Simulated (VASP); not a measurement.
A run of VASP 6.6.1 is set up as follows.

Contents of INCAR:

```
SYSTEM = As3O2
PREC = Accurate
ENCUT = 520
EDIFF = 1E-6
ISMEAR = 0
SIGMA = 0.1
LREAL = .FALSE.
LASPH = .TRUE.
NELM = 60
ALGO = Normal
ISIF = 2
LWAVE = .FALSE.
LCHARG = .FALSE.
GGA = PE
NBANDS = 22
```

The input KPOINTS:

```
Automatic mesh
0
G
  6 6 6
  0 0 0
```

The input POSCAR:

```
As3O2
1.0
    3.0274890000      1.7479215900      2.4266693100
   -3.0274890000      1.7479215900      2.4266693100
    0.0000000000     -3.4958431800      2.4266693100
As O
3 2
Direct
    0.2467715700      0.7532284300      0.0000000000
    0.0000000000      0.2467715700      0.7532284300
    0.7532284300      0.0000000000      0.2467715700
    0.2578843500      0.2578843500      0.2578843500
    0.7421156500      0.7421156500      0.7421156500
```

Potentials or basis: VASP PAW PBE potentials, release 64 (As, O).

The run is started by

```bash
$ cat potpaw_PBE.64/As/POTCAR potpaw_PBE.64/O/POTCAR > POTCAR
$ mpirun -np 1 vasp_std > vasp.out
```

(1) Predict the pressure.

(2) What does it give for the largest force?

Results:

(1) 4.5 GPa.

(2) 1.428 eV/Å.

Caveat: an odd number of electrons without spin polarisation forces a metal; a magnetic or distorted state may lie lower.
